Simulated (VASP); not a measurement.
Set up this calculation in VASP 6.6.1, as the native input.

| Property | Result |
| --- | --- |
| Task | single point |
| Functional | PBEsol |
| Potentials or basis | VASP PAW PBE potentials, release 64 (Li_sv, Br) |
| Cutoff | 750 eV |
| k mesh | 16 × 16 × 16 |
| Occupations | fermi-dirac, width 0.1 eV |
| Spin | no spin polarisation |
| Dipole correction | no |
| Further INCAR settings | ALGO = Normal; EDIFF = 1e-06; NBANDS = 12 |

The structure of LiBr lies in POSCAR:

```
LiBr
1.0
    0.0000000000      2.7061276536      2.7061276536
    2.7061276536      0.0000000000      2.7061276536
    2.7061276536      2.7061276536      0.0000000000
Li Br
1 1
Direct
    0.0000000000      0.0000000000      0.0000000000
    0.5000000000      0.5000000000      0.5000000000
```

These files were run (other wordings do the same):

INCAR

```
ALGO     = Normal         # electronic algorithm
EDIFF    = 1E-6           # SCF threshold, eV
ENCUT    = 750            # plane-wave cutoff, eV
GGA      = PS             # functional
GGA_COMPAT= F            
ISIF     = 2              # what is computed and relaxed
ISMEAR   = -1             # smearing method
LASPH    = T              # aspherical terms in the spheres
LCHARG   = T              # write CHGCAR
LELF     = T              # ELF
LREAL    = F              # projectors in reciprocal space
LVHAR    = T            
LWAVE    = F              # write WAVECAR
NBANDS   = 12             # bands
NELM     = 120            # most SCF steps
PREC     = Accurate       # precision mode
SIGMA    = 0.1            # smearing width, eV
```

KPOINTS

```
k-points
0
Gamma
  16 16 16
```

Potentials or basis: VASP PAW PBE potentials, release 64 (Li_sv, Br).

Run with:

```sh
$ cat potpaw_PBE.64/Li_sv/POTCAR potpaw_PBE.64/Br/POTCAR > POTCAR
$ mpirun -np 1 vasp_std > vasp.out
```

It gave:

```yaml
Pressure: 0.0 GPa
Band_gap_on_the_k_mesh: 4.98 eV (least direct gap 4.98 eV)
```

Caveat: the PAW data sets were made with another functional, which shifts forces and pressure a little.

It took 52 s on 1 thread of Intel(R) Xeon(R) Platinum 8488C (Sapphire Rapids), on a shared host, peak memory 0.27 GiB.
